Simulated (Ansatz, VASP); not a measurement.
## Two plane-wave programs on Na

```xyz
1
Lattice="-2.1175 2.1175 2.1175 2.1175 -2.1175 2.1175 2.1175 2.1175 -2.1175" Properties=species:S:1:pos:R:3 pbc="T T T"
Na    0.0000    0.0000    0.0000
```

Alike in both runs: task relaxation of cell and atoms; functional PBE; k mesh 14 × 14 × 14; occupations gaussian, width 0.1 eV; no spin polarisation.

|  | VASP | Ansatz |
| --- | --- | --- |
| version | VASP 6.6.1 | Ansatz 0.2.0 |
| potentials or method | VASP PAW PBE potentials, release 64 (Na_pv), cutoff 600 eV | scalar-relativistic, plane waves, PAW |
| valence electrons in the cell | 7 | 9 |

|  | VASP | Ansatz | Ansatz less VASP |
| --- | --- | --- | --- |
| gap on the k mesh at the Fermi level, each at its own relaxed structure (eV) | none | none | - |
| relaxed volume (Å³/atom) | 36.96 | 36.92 | -0.035 |
| relaxed cell length with the largest relative difference (Å) | 3.634 | 3.633 | -0.0012 |

A gap of «none» marks a metal or a gap that the smearing closes. VASP's potentials hold 7 valence electrons a cell and Ansatz's 9, so a difference there can come from the potentials and not from the codes.
